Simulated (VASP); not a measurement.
# PdPt2Se3 (P4/mmm) in VASP: notebook, part 2 of 2

VASP 6.6.1.

## Step 3: Single point, PBE

This run uses another cell than the first one, of 30.73 Å³/atom.

File INCAR:

```
SYSTEM = PdPt2Se3
  PREC = Accurate
  ENCUT = 520
  EDIFF = 1E-6
  ISMEAR = 0
  SIGMA = 0.1
  LREAL = .FALSE.
  LASPH = .TRUE.
  NELM = 80
  ALGO = Normal
  ISIF = 2
  LWAVE = .FALSE.
  LCHARG = .FALSE.
  GGA = PE
  NBANDS = 33
```

File KPOINTS:

```
regular mesh
0
G
  4 4 4
  0 0 0
```

File POSCAR:

```
PdPt2Se3
1.0
    5.0910910146      0.0000000000      0.0000000000
    0.0000000000      5.0910910146      0.0000000000
    0.0000000000      0.0000000000      7.1126487749
Pd Pt Se
1 2 3
Direct
    0.5000000000      0.5000000000      0.0000000000
    0.0000000000      0.5000000000      0.0000000000
    0.5000000000      0.0000000000      0.0000000000
    0.5000000000      0.5000000000      0.3330761001
    0.5000000000      0.5000000000      0.6669238999
    0.0000000000      0.0000000000      0.0000000000
```

Potentials or basis: VASP PAW PBE potentials, release 64 (Pd, Pt, Se).

On the command line:

```console
$ cat potpaw_PBE.64/Pd/POTCAR potpaw_PBE.64/Pt/POTCAR potpaw_PBE.64/Se/POTCAR > POTCAR
$ mpirun -np 1 vasp_std > vasp.out
```

OUTCAR:

```text
SYSTEM = PdPt2Se3
   PREC = Accurate
   ENCUT = 520
   EDIFF = 1E-6
   ISMEAR = 0
   LREAL = .FALSE.
   LASPH = .TRUE.
   NELM = 80
   ISIF = 2
   GGA = PE

 ion  position               nearest neighbor table
   1  0.500  0.500  0.000-   4 2.37   5 2.37   2 2.55   3 2.55   3 2.55   2 2.55
   2  0.000  0.500  0.000-   1 2.55   6 2.55   6 2.55   1 2.55
   3  0.500  0.000  0.000-   1 2.55   6 2.55   1 2.55   6 2.55
   4  0.500  0.500  0.333-   1 2.37   5 2.37
   5  0.500  0.500  0.667-   1 2.37   4 2.37
   6  0.000  0.000  0.000-   2 2.55   3 2.55   2 2.55   3 2.55

  LATTYP: Found a simple tetragonal cell.
[... 845 lines left out ...]
  -------------------------------------------------------------------------------------
  Total       -0.0935549     -0.0935549      0.0663736      0.0000000      0.0000000      0.0000000
  in kB       -0.8130626     -0.8130626      0.5768370      0.0000000      0.0000000      0.0000000
  external PRESSURE =      -0.3497627 kB  Pullay stress =       0.0000000 kB

 VOLUME and BASIS-vectors are now :
 -----------------------------------------------------------------------------
  energy-cutoff  :      520.00
  volume of cell :      184.35
      direct lattice vectors                 reciprocal lattice vectors
     5.091091015  0.000000000  0.000000000     0.196421552  0.000000000  0.000000000
     0.000000000  5.091091015  0.000000000     0.000000000  0.196421552  0.000000000
     0.000000000  0.000000000  7.112648775     0.000000000  0.000000000  0.140594599

 POSITION                                       TOTAL-FORCE (eV/Angst)
 -----------------------------------------------------------------------------------
      2.54555      2.54555      0.00000         0.000000      0.000000      0.000000
      0.00000      2.54555      0.00000         0.000000      0.000000      0.000000
      2.54555      0.00000      0.00000         0.000000      0.000000      0.000000
      2.54555      2.54555      2.36905         0.000000     -0.000000      0.003992
      2.54555      2.54555      4.74360         0.000000      0.000000     -0.003992
      0.00000      0.00000      0.00000         0.000000      0.000000      0.000000
 -----------------------------------------------------------------------------------
    total drift:                               -0.000000      0.000000     -0.000000

  FREE ENERGIE OF THE ION-ELECTRON SYSTEM (eV)
  ---------------------------------------------------
  free  energy   TOTEN  =       -24.9145684623 eV

  energy  without entropy=      -24.8881478340  energy(sigma->0) =      -24.90135815
```

OSZICAR:

```text
N       E                     dE             d eps       ncg     rms          rms(c)
DAV:   1     0.272858107500E+03    0.27286E+03   -0.20730E+04  1188   0.125E+03
DAV:   2    -0.796083698000E+01   -0.28082E+03   -0.26034E+03  1419   0.241E+02
DAV:   3    -0.251793498280E+02   -0.17219E+02   -0.16412E+02  1385   0.570E+01
DAV:   4    -0.255277636780E+02   -0.34841E+00   -0.34690E+00  1388   0.862E+00
DAV:   5    -0.255363998171E+02   -0.86361E-02   -0.86216E-02  1420   0.135E+00    0.149E+01
DAV:   6    -0.252657477779E+02    0.27065E+00   -0.24976E+00  1375   0.111E+01    0.941E+00
DAV:   7    -0.250593982279E+02    0.20635E+00   -0.13809E+00  1342   0.796E+00    0.544E+00
DAV:   8    -0.249633620617E+02    0.96036E-01   -0.44059E-01  1327   0.436E+00    0.190E+00
DAV:   9    -0.249190102612E+02    0.44352E-01   -0.13584E-01  1302   0.348E+00    0.794E-01
DAV:  10    -0.249147469217E+02    0.42633E-02   -0.16853E-02  1353   0.112E+00    0.202E-01
DAV:  11    -0.249145617734E+02    0.18515E-03   -0.19941E-03  1342   0.254E-01    0.864E-02
DAV:  12    -0.249145953430E+02   -0.33570E-04   -0.23572E-04  1254   0.884E-02    0.406E-02
DAV:  13    -0.249145688815E+02    0.26462E-04   -0.58894E-05  1239   0.490E-02    0.105E-02
DAV:  14    -0.249145684623E+02    0.41918E-06   -0.98469E-06  1211   0.195E-02
   1 F= -.24914568E+02 E0= -.24901358E+02  d E =-.264206E-01
```

It took 46 s on 1 thread of Intel Xeon 6975P-C (Granite Rapids), shared host; peak memory 0.34 GiB.

What came out:

```
Free energy            : -24.9146 eV
Pressure               : 0.0 GPa
Largest force          : 0.004 eV/Å
Band gap on the k mesh : zero (bands 24 and 25 overlap by 0.73 eV)
```

Forces on the atoms (eV/Å):
```
Pd   0.000  0.000  0.000
Pt   0.000  0.000  0.000
Pt   0.000  0.000  0.000
Se   0.000  0.000  0.004
Se   0.000  0.000 -0.004
Se   0.000  0.000  0.000
```

Caveat: spin-orbit coupling is left out, which moves the levels of the heavy elements.

## Step 4: Single point, PBE

This run uses another cell than the first one, of 30.62 Å³/atom.

File INCAR:

```
SYSTEM = PdPt2Se3
ALGO = Normal
EDIFF = 1E-6
ENCUT = 520
GGA = PE
ISIF = 2
ISMEAR = 0
LASPH = .True.
LCHARG = .False.
LREAL = .False.
LWAVE = .False.
NBANDS = 33
NELM = 100
PREC = Accurate
SIGMA = 0.1
```

File KPOINTS:

```
k-points
0
Gamma
  8 8 6
  0 0 0
```

File POSCAR:

```
PdPt2Se3
1.0
    5.0932295413      0.0000000000      0.0000000000
    0.0000000000      5.0932295413      0.0000000000
    0.0000000000      0.0000000000      7.0827318692
Pd Pt Se
1 2 3
Direct
    0.5000000000      0.5000000000      0.0000000000
    0.0000000000      0.5000000000      0.0000000000
    0.5000000000      0.0000000000      0.0000000000
    0.5000000000      0.5000000000      0.3334991719
    0.5000000000      0.5000000000      0.6665008281
    0.0000000000      0.0000000000      0.0000000000
```

On the command line:

```console
$ cat potpaw_PBE.64/Pd/POTCAR potpaw_PBE.64/Pt/POTCAR potpaw_PBE.64/Se/POTCAR > POTCAR
$ mpirun -np 1 vasp_std > vasp.out
```

Wall time 2.5 min (1 thread of Intel Xeon 6975P-C (Granite Rapids), shared host); peak memory 0.51 GiB.

It converged, with:

* Free energy: -24.8046 eV
* Pressure: 0.0 GPa
* Band gap on the k mesh: zero (bands 24 and 25 overlap by 0.83 eV)

Stress tensor (GPa, compression positive):
```
-0.10  0.00  0.00
 0.00 -0.10  0.00
 0.00  0.00  0.05
```

Levels at points of the mesh, in eV from the Fermi level:
| k point | band 21 | band 22 | band 23 | band 24 | band 25 | band 26 | band 27 | band 28 |
| --- | --- | --- | --- | --- | --- | --- | --- | --- |
| (0.00, 0.00, 0.00) | -0.38 | -0.31 | -0.31 | 0.12 | 0.50 | 0.50 | 1.48 | 2.10 |
| (0.50, 0.00, 0.00) | -0.30 | -0.27 | -0.19 | 0.38 | 0.45 | 0.50 | 1.74 | 1.81 |
| (0.50, 0.50, 0.00) | -1.16 | -0.25 | -0.25 | 0.12 | 0.12 | 0.76 | 2.24 | 3.35 |
| (0.00, 0.00, 0.50) | -0.68 | -0.59 | -0.59 | -0.38 | -0.31 | -0.31 | 0.29 | 3.74 |
| (0.50, 0.00, 0.50) | -1.00 | -0.98 | -0.54 | -0.31 | -0.27 | -0.01 | 1.53 | 3.75 |
| (0.50, 0.50, 0.50) | -1.22 | -1.21 | -1.12 | -1.12 | 0.74 | 0.86 | 0.86 | 5.38 |

Caveat: spin-orbit coupling is left out, which moves the levels of the heavy elements.

## Step 5: Relaxation of cell and atoms, PBE

File INCAR:

```
PREC = Accurate
ENCUT = 600
EDIFF = 1E-7
ISMEAR = 0
SIGMA = 0.1
LREAL = F
LASPH = T
NELM = 60
ALGO = Normal
ISIF = 3
LWAVE = F
LCHARG = F
GGA = PE
IBRION = 2
NSW = 90
EDIFFG = -0.04
```

File KPOINTS:

```
regular mesh
0
Gamma
  4 4 4
```

File POSCAR:

```
PdPt2Se3
1.0
    4.7887340600      0.0000000000      0.0000000000
    0.0000000000      4.7887340600      0.0000000000
    0.0000000000      0.0000000000      6.2535630700
Pd Pt Se
1 2 3
Direct
    0.5000000000      0.5000000000      0.0000000000
    0.0000000000      0.5000000000      0.0000000000
    0.5000000000      0.0000000000      0.0000000000
    0.5000000000      0.5000000000      0.3108296100
    0.5000000000      0.5000000000      0.6891703900
    0.0000000000      0.0000000000      0.0000000000
```

On the command line:

```console
$ cat potpaw_PBE.64/Pd/POTCAR potpaw_PBE.64/Pt/POTCAR potpaw_PBE.64/Se/POTCAR > POTCAR
$ mpirun -np 1 vasp_std > vasp.out
```

Wall time 9.8 min (1 thread of Intel Xeon 6975P-C (Granite Rapids), shared host); peak memory 0.35 GiB.

Results (log left out):

| Item | Value |
| --- | --- |
| Free energy | -24.9065 eV |
| Relaxed volume | 30.71 Å³/atom |
| Relaxed cell | a = 5.089 Å, b = 5.089 Å, c = 7.116 Å, α = 90.00°, β = 90.00°, γ = 90.00° |
| Space group after relaxing (to 0.1 Å) | P4/mmm (No. 123) |
| Pressure after relaxing | 0.0 GPa |
| Largest force after relaxing | 0.011 eV/Å |
| Band gap on the k mesh | zero (bands 24 and 25 overlap by 0.72 eV) |

Forces on the atoms (eV/Å):
```
Pd   0.000  0.000  0.000
Pt   0.000  0.000  0.000
Pt   0.000  0.000  0.000
Se   0.000  0.000 -0.011
Se   0.000  0.000  0.011
Se   0.000  0.000  0.000
```

Final structure:
```
Pd Pt Se
1.0
     5.08877    0.00000    0.00000
     0.00000    5.08877    0.00000
     0.00000    0.00000    7.11571
Pd Pt Se
1 2 3
Cartesian
  2.5444 2.5444 0.0000
  0.0000 2.5444 0.0000
  2.5444 0.0000 0.0000
  2.5444 2.5444 2.3708
  2.5444 2.5444 4.7449
  0.0000 0.0000 0.0000
```

Levels at points of the mesh, in eV from the Fermi level:
| k point | band 22 | band 23 | band 24 | band 25 | band 26 | band 27 |
| --- | --- | --- | --- | --- | --- | --- |
| (0.00, 0.00, 0.00) | -0.28 | -0.28 | 0.15 | 0.47 | 0.47 | 1.44 |
| (0.50, 0.00, 0.00) | -0.25 | -0.18 | 0.38 | 0.47 | 0.48 | 1.75 |
| (0.50, 0.50, 0.00) | -0.24 | -0.24 | 0.10 | 0.10 | 0.79 | 2.21 |
| (0.00, 0.00, 0.50) | -0.58 | -0.58 | -0.37 | -0.28 | -0.28 | 0.32 |
| (0.50, 0.00, 0.50) | -0.95 | -0.54 | -0.28 | -0.25 | 0.02 | 1.52 |
| (0.50, 0.50, 0.50) | -1.21 | -1.11 | -1.11 | 0.78 | 0.84 | 0.84 |

Caveat: the volume moved by over 15 % at a fixed basis, so the end points are rough; spin-orbit coupling is left out, which moves the levels of the heavy elements.

## Step 6: Overview

```csv
task,cell,k mesh,cutoff (eV),gap on the mesh (eV),pressure (GPa),largest force (eV/Å)
single point,"a = 4.789, b = 4.789, c = 6.254 Å, 6 atoms, atomic positions A",4 × 4 × 4,520,none,36.5,12.24
single point,"a = 5.091, b = 5.091, c = 7.113 Å, 6 atoms, atomic positions B",4 × 4 × 4,520,none,0.0,-
single point,"a = 5.093, b = 5.093, c = 7.083 Å, 6 atoms, atomic positions C",8 × 8 × 6,520,none,0.0,-
relaxation of cell and atoms,"relaxed from a = 4.789, b = 4.789, c = 6.254 Å, 6 atoms, atomic positions A",4 × 4 × 4,600,none,0.0,0.01
```

Alike in all rows: level PBE; potentials or basis VASP PAW PBE potentials, release 64 (Pd, Pt, Se); no spin polarisation; smearing gaussian 0.1 eV.

Caveats: spin-orbit coupling is left out, which moves the levels of the heavy elements; the stress differs along the axes, from 24 to 61 GPa (at least some runs); forces of over 1 eV/Å act on the atoms, so gaps and moduli don't describe the material at rest (at least some runs); the volume moved by over 15 % at a fixed basis, so the end points are rough (at least some runs).

Absolute energies hang on the potentials; compare differences alone.
